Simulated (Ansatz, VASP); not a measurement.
**Ta in VASP and in Ansatz**

```
CELL_PARAMETERS angstrom
5.28978 0.00000 0.00000
0.00000 5.28978 0.00000
0.00000 0.00000 5.28978
ATOMIC_POSITIONS crystal
Ta 0.00000 0.00000 0.00000
Ta 0.50000 0.50000 0.50000
Ta 0.25000 0.00000 0.50000
Ta 0.75000 0.00000 0.50000
Ta 0.50000 0.75000 0.00000
Ta 0.50000 0.25000 0.00000
Ta 0.00000 0.50000 0.75000
Ta 0.00000 0.50000 0.25000
```

Alike in both runs: functional r2SCAN; k mesh 8 × 8 × 8; occupations gaussian, width 0.1 eV; no spin polarisation.

Ansatz relaxed the structure, and its values are those at the end. VASP's run is a single point on that final structure, the one shown.

|  | VASP | Ansatz |
| --- | --- | --- |
| version | VASP 6.6.1 | Ansatz 0.2.0 |
| potentials or method | VASP PAW PBE potentials, release 64 (Ta_pv), cutoff 520 eV | scalar-relativistic, plane waves, PAW |
| valence electrons in the cell | 88 | 104 |

|  | VASP | Ansatz | Ansatz less VASP |
| --- | --- | --- | --- |
| gap on the k mesh at the Fermi level (eV) | none | none | - |
| pressure (GPa) | 0.6 | 0.0 | -0.59 |

VASP's potentials were made for PBE, not for r2SCAN. A gap of «none» marks a metal or a gap that the smearing closes. With one functional, cell and mesh, what is left measures potentials, basis and numerics. VASP's potentials hold 88 valence electrons a cell and Ansatz's 104, so a difference there can come from the potentials and not from the codes.

Spin-orbit coupling is off throughout.
